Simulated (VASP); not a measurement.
Write the native input for VASP 6.6.1 that does the following.

```yaml
Task: relaxation of the atoms
Functional: PBE
Potentials_or_basis: VASP PAW PBE potentials, release 64 (Ta_pv, N)
Cutoff: 520 eV
k_mesh: 9 × 9 × 1
Occupations: gaussian, width 0.1 eV
Spin: no spin polarisation
Dipole_correction: yes
Atoms_held_fixed_from_0: "[0, 3]"
Further_INCAR_settings: ALGO = Normal; EDIFF = 1e-07; NELMDL = -8; IBRION = 2; EDIFFG = -0.03; NSW = 70
```

The structure of TaN lies in POSCAR:

```
TaN
1.0
    3.1234812525      0.0000000000      0.0000000000
    0.0000000000      3.1234812525      0.0000000000
    0.0000000000      0.0000000000     18.4172695491
Ta N
3 3
Selective dynamics
Direct
    0.0000000000      0.0000000000      0.3800780556  F F F
    0.5000000000      0.5000000000      0.5000000000  T T T
    0.0000000000      0.0000000000      0.6199219444  T T T
    0.5000000000      0.5000000000      0.3800780556  F F F
    0.0000000000      0.0000000000      0.5000000000  T T T
    0.5000000000      0.5000000000      0.6199219444  T T T
```

The input as run:

INCAR

```
PREC     = Accurate       # precision mode
ENCUT    = 520            # plane-wave cutoff, eV
EDIFF    = 1E-7           # SCF threshold, eV
ISMEAR   = 0              # smearing method
SIGMA    = 0.1            # smearing width, eV
LREAL    = F              # projectors in reciprocal space
LASPH    = T              # aspherical terms in the spheres
NELM     = 120            # most SCF steps
ALGO     = Normal         # electronic algorithm
ISIF     = 2              # what is computed and relaxed
LWAVE    = F              # write WAVECAR
LCHARG   = F              # write CHGCAR
LDIPOL   = T            
IDIPOL   = 3            
DIPOL    = 0.5 0.5 0.500
GGA      = PE             # functional
IBRION   = 2              # ionic algorithm
NSW      = 70             # ionic steps
EDIFFG   = -0.03          # ionic threshold
GGA_COMPAT= F            
NELMIN   = 4            
NELMDL   = -8
```

KPOINTS

```
Automatic mesh
0
Gamma
  9 9 1
```

Potentials or basis: VASP PAW PBE potentials, release 64 (Ta_pv, N).

Command:

```bash
$ cat potpaw_PBE.64/Ta_pv/POTCAR potpaw_PBE.64/N/POTCAR > POTCAR
$ mpirun -np 1 vasp_std > vasp.out
```

Results of the run:

- Energy gained by relaxing: 45.8 meV/atom
- Ionic steps: 8
- Band gap on the k mesh: zero (bands 24 and 25 overlap by 1.63 eV)

Caveat: spin-orbit coupling is left out, which moves the levels of the heavy elements.

Run time: 18 min on 1 thread of AMD EPYC 7R13, with other jobs on the host, peak memory 0.28 GiB.
